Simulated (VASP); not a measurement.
TePb, 2 atoms in the cell. Symmetry: I4/mmm, No. 139, tetragonal system. The conventional cell has a = 4.706 Å, b = 4.706 Å, c = 6.091 Å, α = 90.00°, β = 90.00°, γ = 90.00°. Within 4.0 Å of Te (site symmetry 4/mmm) lie 6 Pb at 3.05 to 3.33 Å. Within 4.0 Å of Pb (site symmetry 4/mmm) lie 6 Te at 3.05 to 3.33 Å. 

| Property | Result |
| --- | --- |
| Program | VASP 6.6.1 |
| Task | single point |
| Functional | PBE |
| Potentials or basis | VASP PAW PBE potentials, release 64 (Te, Pb_d) |
| Cutoff | 500 eV |
| k mesh | 6 × 6 × 6 |
| Occupations | fermi-dirac, width 0.02 eV |
| Spin | no spin polarisation |
| Dipole correction | no |
| Further INCAR settings | ALGO = Normal; EDIFF = 1e-06; NBANDS = 17 |

Potentials or basis: VASP PAW PBE potentials, release 64 (Te, Pb_d).

Command:

```sh
$ cat potpaw_PBE.64/Te/POTCAR potpaw_PBE.64/Pb_d/POTCAR > POTCAR
$ mpirun -np 1 vasp_std > vasp.out
```

Hardware: 1 thread of Intel(R) Xeon(R) 6975P-C (Granite Rapids), on a shared host.

Q: How long does it take, and how much memory?

A: Wall time 13 s on 1 thread of Intel(R) Xeon(R) 6975P-C (Granite Rapids), with other jobs on the host, peak memory 0.21 GiB. Counts: scf iterations 12, k points 30.
